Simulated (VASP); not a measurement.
CdI2:

```
Cd I
1.0
     4.28935    0.00000    0.00000
    -2.14468    3.71469    0.00000
     0.00000    0.00000   36.37279
Cd I
5 10
Direct
  0.66667 0.33333 0.80015
  0.00000 0.00000 0.40006
  0.33333 0.66667 0.19985
  0.00000 0.00000 0.59994
  0.00000 0.00000 0.00000
  0.66667 0.33333 0.95268
  0.33333 0.66667 0.04732
  0.66667 0.33333 0.15256
  0.33333 0.66667 0.44731
  0.33333 0.66667 0.84744
  0.66667 0.33333 0.35268
  0.00000 0.00000 0.75280
  0.33333 0.66667 0.64732
  0.66667 0.33333 0.55269
  0.00000 0.00000 0.24720
```

* Program: VASP 6.6.1
* Task: relaxation of cell and atoms
* Functional: PBE
* Dispersion: D3(BJ)
* Potentials or basis: VASP PAW PBE potentials, release 64 (Cd, I)
* Cutoff: 500 eV
* k mesh: 6 × 6 × 1
* Occupations: fermi-dirac, width 0.02 eV
* Spin: no spin polarisation

At the start: pressure -0.6 GPa; volume 38.64 Å³/atom.

Question: Where does the relaxation end?

Answer: Over 22 steps the energy falls by 10.0 meV/atom and the volume is 35.56 Å³/atom (-8.0 %); space group P-3m1 (No. 164, to 0.1 Å) before and after.

Step by step:
```
step  energy change (eV)  largest force (eV/Å)  pressure (GPa)  volume (Å³)
   1              0.0000                0.0602           -0.62       579.55
   2             -0.0279                0.1696           -0.01       567.05
   3             -0.0281                0.1811            0.06       565.80
   4             -0.0434                0.1598            0.05       563.04
   5             -0.0801                0.1108            0.05       554.81
   6             -0.1085                0.0516            0.09       538.59
   7             -0.1283                0.0507           -0.01       536.67
   8             -0.1431                0.0666           -0.14       533.65
   9             -0.1437                0.0766           -0.16       532.89
  10             -0.1466                0.0112            0.21       527.88
  11             -0.1476                0.0217            0.08       529.56
  12             -0.1489                0.0160            0.03       530.90
  13             -0.1491                0.0141           -0.01       531.69
  14             -0.1491                0.0142            0.00       531.63
  15             -0.1493                0.0081            0.01       531.68
  16             -0.1494                0.0031            0.03       531.72
  17             -0.1494                0.0092            0.06       531.80
  18             -0.1494                0.0045            0.05       531.76
  19             -0.1495                0.0042            0.04       532.01
  20             -0.1496                0.0031            0.01       532.76
  21             -0.1496                0.0018           -0.04       534.25
  22             -0.1497                0.0025           -0.01       533.36
```

Final structure:
```
CELL_PARAMETERS angstrom
4.25045 0.00000 0.00000
-2.12522 3.68099 0.00000
0.00000 0.00000 34.08965
ATOMIC_POSITIONS crystal
Cd 0.66667 0.33333 0.80009
Cd 0.00000 0.00000 0.40001
Cd 0.33333 0.66667 0.19991
Cd 0.00000 0.00000 0.59999
Cd 0.00000 0.00000 0.00000
I 0.66667 0.33333 0.94927
I 0.33333 0.66667 0.05073
I 0.66667 0.33333 0.14915
I 0.33333 0.66667 0.45075
I 0.33333 0.66667 0.85085
I 0.66667 0.33333 0.34924
I 0.00000 0.00000 0.74936
I 0.33333 0.66667 0.65076
I 0.66667 0.33333 0.54925
I 0.00000 0.00000 0.25064
```
